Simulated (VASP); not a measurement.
# Cu2O (Pn-3m) in VASP: relaxation of the atoms with r2SCAN

Aim: the relaxation of the atoms of Cu2O with r2SCAN.

Everything below comes from runs of VASP 6.6.1. Logs are shortened: lines on timing, memory, paths and dates and some standing lists are left out, and cuts for length are marked.

### 1 The cell of the first run

It takes space group Pn-3m (No. 224, cubic). Conventional cell: a = 4.187 Å, b = 4.187 Å, c = 4.187 Å, α = 90.00°, β = 90.00°, γ = 90.00°. Cu (site symmetry -3m) has 2 O at 1.81 Å within 2.4 Å. O (site symmetry -43m) has 4 Cu at 1.81 Å within 2.4 Å.

### 2 Relaxation of the atoms, r2SCAN

Input file POSCAR:

```
Cu2O
1.0
    4.1871243200      0.0000000000      0.0000000000
    0.0000000000      4.1871243200      0.0000000000
    0.0000000000      0.0000000000      4.1871243200
Cu O
4 2
Direct
    0.2500000000      0.2500000000      0.2500000000
    0.2500000000      0.7500000000      0.7500000000
    0.7500000000      0.7500000000      0.2500000000
    0.7500000000      0.2500000000      0.7500000000
    0.0000000000      0.0000000000      0.0000000000
    0.5000000000      0.5000000000      0.5000000000
```

Input file INCAR.step1:

```
SYSTEM = Cu2O
  PREC = Accurate
  ENCUT = 580
  ISMEAR = -1
  SIGMA = 0.02
  LREAL = .False.
  LASPH = .True.
  NELM = 120
  GGA = PE
  ALGO = Normal
  EDIFF = 1E-5
  LWAVE = .True.
  LCHARG = .False.
  GGA_COMPAT = .False.
  IBRION = 2
  EDIFFG = -0.01
  NELMIN = 4
  NSW = 100
  KPAR = 4
```

Input file INCAR.step2:

```
SYSTEM = Cu2O
  PREC = Accurate
  ENCUT = 580
  EDIFF = 1E-7
  ISMEAR = -1
  SIGMA = 0.02
  LREAL = .False.
  LASPH = .True.
  NELM = 120
  ALGO = Normal
  ISIF = 2
  LWAVE = .False.
  LCHARG = .False.
  METAGGA = R2SCAN
  LMIXTAU = .True.
  IBRION = 2
  NSW = 50
  EDIFFG = -0.01
  ISTART = 1
  GGA_COMPAT = .False.
  NELMIN = 4
  KPAR = 4
```

Input file KPOINTS:

```
regular mesh
0
Gamma
  8 8 8
  0 0 0
```

Potentials or basis: VASP PAW PBE potentials, release 64 (Cu, O).

On the command line:

```sh
> cat potpaw_PBE.64/Cu/POTCAR potpaw_PBE.64/O/POTCAR > POTCAR
> cp INCAR.step1 INCAR
> mpirun -np 4 vasp_std > vasp.out
> cp INCAR.step2 INCAR
> mpirun -np 4 vasp_std > vasp.out
```

OUTCAR:

```text
SYSTEM = Cu2O
   PREC = Accurate
   ENCUT = 580
   EDIFF = 1E-7
   ISMEAR = -1
   LREAL = .False.
   LASPH = .True.
   NELM = 120
   ISIF = 2
   METAGGA = R2SCAN
   IBRION = 2
   NSW = 50
   EDIFFG = -0.01
   ISTART = 1
   NELMIN = 4

 ion  position               nearest neighbor table
   1  0.250  0.250  0.250-   5 1.81   6 1.81
   2  0.250  0.750  0.750-   5 1.81   6 1.81
   3  0.750  0.750  0.250-   5 1.81   6 1.81
   4  0.750  0.250  0.750-   5 1.81   6 1.81
   5  0.000  0.000  0.000-   1 1.81   2 1.81   3 1.81   4 1.81
   6  0.500  0.500  0.500-   1 1.81   2 1.81   3 1.81   4 1.81

  LATTYP: Found a simple cubic cell.
 ALAT       =     4.1871243200

  Lattice vectors:

 A1 = (   4.1871243200,   0.0000000000,   0.0000000000)
 A2 = (   0.0000000000,   4.1871243200,   0.0000000000)
 A3 = (   0.0000000000,   0.0000000000,   4.1871243200)

Analysis of symmetry for initial positions (statically):
=====================================================================
 Subroutine PRICEL returns:
 Original cell was already a primitive cell.

 Routine SETGRP: Setting up the symmetry group for a
 simple cubic supercell.

 Subroutine GETGRP returns: Found 48 space group operations
 (whereof 24 operations were pure point group operations)
 out of a pool of 48 trial point group operations.

The static configuration has the point symmetry T_d .
 The point group associated with its full space group is O_h .

Analysis of symmetry for dynamics (positions and initial velocities):
=====================================================================
 Subroutine PRICEL returns:
 Original cell was already a primitive cell.

 Routine SETGRP: Setting up the symmetry group for a
 simple cubic supercell.

 Subroutine GETGRP returns: Found 48 space group operations
 (whereof 24 operations were pure point group operations)
 out of a pool of 48 trial point group operations.

The dynamic configuration has the point symmetry T_d .
 The point group associated with its full space group is O_h .

 Subroutine INISYM returns: Found 48 space group operations
 (whereof 24 operations are pure point group operations),
 and found     1 'primitive' translations

----------------------------------------------------------------------------------------

                                     Primitive cell

[... 99 lines left out ...]
   LREAL  =      F    real-space projection
   EDIFFG = -.1E-01   stopping-criterion for IOM
   NSW    =     50    number of steps for IOM
   IBRION =      2    ionic relax: 0-MD 1-quasi-New 2-CG
   NFREE  =      1    steps in history (QN), initial steepest desc. (CG)
   ISIF   =      2    stress and relaxation
   ISYM   =      2    0-nonsym 1-usesym 2-fastsym
   POTIM  = 0.5000    time-step for ionic-motion
   TEBEG  =    0.0;   TEEND  =   0.0 temperature during run
   PSTRESS=    0.0 pullay stress
   NELECT =      56.0000    total number of electrons
   NUPDOWN=      -1.0000    fix difference up-down
   EMIN   =  10.00;   EMAX   =-10.00  energy-range for DOS
   EFERMI =   0.00;   METHOD = LEGACY
   ISMEAR =    -1;   SIGMA  =   0.02  broadening in eV -4-tet -1-fermi 0-gaus
   EFERMI_NEDOS =   21; number of points for ismear=-14 and -15
   IALGO  =     38    algorithm
   IMIX   =      4    mixing-type and parameters
     AMIX     =   0.40;   BMIX     =  1.00
     AMIX_MAG =   1.60;   BMIX_MAG =  1.00
  volume/ion in A,a.u.               =      12.23        82.56
  Fermi-wavevector in a.u.,A,eV,Ry     =   1.495851  2.826748 30.443988  2.237570
  Thomas-Fermi vector in A             =   2.607943
   LORBIT       =      0    0 simple, 1 ext, 2 COOP (PROOUT), +10 PAW based schemes
   METAGGA = R2SCAN    functional components
   LHFCALC =     F    Hartree Fock is set to
   AEXX    =    0.0000 exact exchange contribution
   IVDW    =     0    specifies the selected vdW correction
   LEPSILON=     F    determine dielectric tensor
   LRPA    =     F    only Hartree local field effects (RPA)
 conjugate gradient relaxation of ions
 non-spin polarized calculation
  energy-cutoff  :      580.00
  volume of cell :       73.41
 maximum number of plane-waves:      2360
 NGX is ok and might be reduce to    36
   NGX = 17   NGY = 17   NGZ = 17

 number of electron      56.0000064 magnetization

 Free energy of the ion-electron system (eV)
  ---------------------------------------------------
  ext. energy  EPLUGINS =         0.00000000
  ---------------------------------------------------
  free energy    TOTEN  =       -58.13146661 eV

  energy without entropy =      -58.13146661  energy(sigma->0) =      -58.13146661

 E-fermi :   5.6593     XC(G=0): -11.9492

 val. band max:        5.1944318585   @ k =   0.0000   0.0000   0.0000
 cond. band min:       6.0846894341   @ k =   0.0000   0.0000   0.0000
 fundamental gap:      0.8902575756
 Fermi energy:         5.6593139931

 k-point     1 :       0.0000    0.0000    0.0000
  band No.  band energies     occupation
      1     -16.5597      2.00000
      2     -15.7512      2.00000
      3      -2.7325      2.00000
      4      -2.7325      2.00000
      5      -2.7325      2.00000
      6      -0.1282      2.00000
[... 853 lines left out ...]
     32       9.4542      0.00000
     33      11.6035      0.00000

 [... further k-points ...]

------------------------ aborting loop because EDIFF is reached ----------------------------------------

  FORCE on cell =-STRESS in cart. coord.  units (eV):
  Direction    XX          YY          ZZ          XY          YZ          ZX
  --------------------------------------------------------------------------------------
  -------------------------------------------------------------------------------------
  Total        3.2640215      3.2640215      3.2640215      0.0000000      0.0000000      0.0000000
  in kB       71.2387072     71.2387072     71.2387072      0.0000000      0.0000000      0.0000000
  external PRESSURE =      71.2387072 kB  Pullay stress =       0.0000000 kB

 VOLUME and BASIS-vectors are now :
 -----------------------------------------------------------------------------
  energy-cutoff  :      580.00
  volume of cell :       73.41
      direct lattice vectors                 reciprocal lattice vectors
     4.187124320  0.000000000  0.000000000     0.238827396  0.000000000  0.000000000
     0.000000000  4.187124320  0.000000000     0.000000000  0.238827396  0.000000000
     0.000000000  0.000000000  4.187124320     0.000000000  0.000000000  0.238827396

 POSITION                                       TOTAL-FORCE (eV/Angst)
 -----------------------------------------------------------------------------------
      1.04678      1.04678      1.04678        -0.000000      0.000000     -0.000000
      1.04678      3.14034      3.14034         0.000000     -0.000000     -0.000000
      3.14034      3.14034      1.04678         0.000000     -0.000000     -0.000000
      3.14034      1.04678      3.14034        -0.000000      0.000000      0.000000
      0.00000      0.00000      0.00000        -0.000000      0.000000      0.000000
      2.09356      2.09356      2.09356        -0.000000      0.000000      0.000000
 -----------------------------------------------------------------------------------
    total drift:                                0.000000      0.000000      0.000000

  FREE ENERGIE OF THE ION-ELECTRON SYSTEM (eV)
  ---------------------------------------------------
  free  energy   TOTEN  =       -58.1314666058 eV

  energy  without entropy=      -58.1314666058  energy(sigma->0) =      -58.13146661

 reached required accuracy - stopping structural energy minimisation
```

OSZICAR.step1:

```text
N       E                     dE             d eps       ncg     rms          rms(c)
DAV:   1     0.556184878363E+03    0.55618E+03   -0.27545E+04  2310   0.298E+03
DAV:   2     0.659378351752E+02   -0.49025E+03   -0.47741E+03  2319   0.515E+02
DAV:   3    -0.270022053269E+02   -0.92940E+02   -0.90082E+02  3267   0.244E+02
DAV:   4    -0.332584772178E+02   -0.62563E+01   -0.61933E+01  3576   0.696E+01
DAV:   5    -0.333265396608E+02   -0.68062E-01   -0.68009E-01  3274   0.945E+00    0.188E+01
DAV:   6    -0.300823472594E+02    0.32442E+01   -0.67562E+01  3270   0.154E+02    0.120E+01
DAV:   7    -0.270131321986E+02    0.30692E+01   -0.16120E+01  3171   0.958E+01    0.326E+00
DAV:   8    -0.271006346083E+02   -0.87502E-01   -0.17067E+00  2894   0.875E+00    0.172E+00
DAV:   9    -0.270736830544E+02    0.26952E-01   -0.74948E-02  3451   0.389E+00    0.498E-01
DAV:  10    -0.270704506650E+02    0.32324E-02   -0.32342E-02  3363   0.267E+00    0.268E-01
DAV:  11    -0.270694982491E+02    0.95242E-03   -0.87092E-03  4011   0.116E+00    0.878E-02
DAV:  12    -0.270693668109E+02    0.13144E-03   -0.13785E-03  3602   0.376E-01    0.170E-02
DAV:  13    -0.270693775295E+02   -0.10719E-04   -0.96827E-05  2680   0.139E-01    0.612E-03
DAV:  14    -0.270693772065E+02    0.32302E-06   -0.90853E-06  1337   0.660E-02
   1 F= -.27069377E+02 E0= -.27069377E+02  d E =-.270694E+02
```

Run time: 67 s. Hardware: 4 MPI ranks of AMD EPYC 9R45 (Zen 5), shared host; peak memory 0.24 GiB.

What came out:

* Free energy: -58.1315 eV
* Pressure after relaxing: 7.1 GPa
* Band gap on the k mesh: 0.89 eV

Final structure:
```
Cu O
1.0
     4.18712    0.00000    0.00000
     0.00000    4.18712    0.00000
     0.00000    0.00000    4.18712
Cu O
4 2
Direct
  0.25000 0.25000 0.25000
  0.25000 0.75000 0.75000
  0.75000 0.75000 0.25000
  0.75000 0.25000 0.75000
  0.00000 0.00000 0.00000
  0.50000 0.50000 0.50000
```

Caveat: the relaxation stopped at its first step, so nothing moved; the PAW data sets were made with another functional, which shifts forces and pressure a little.
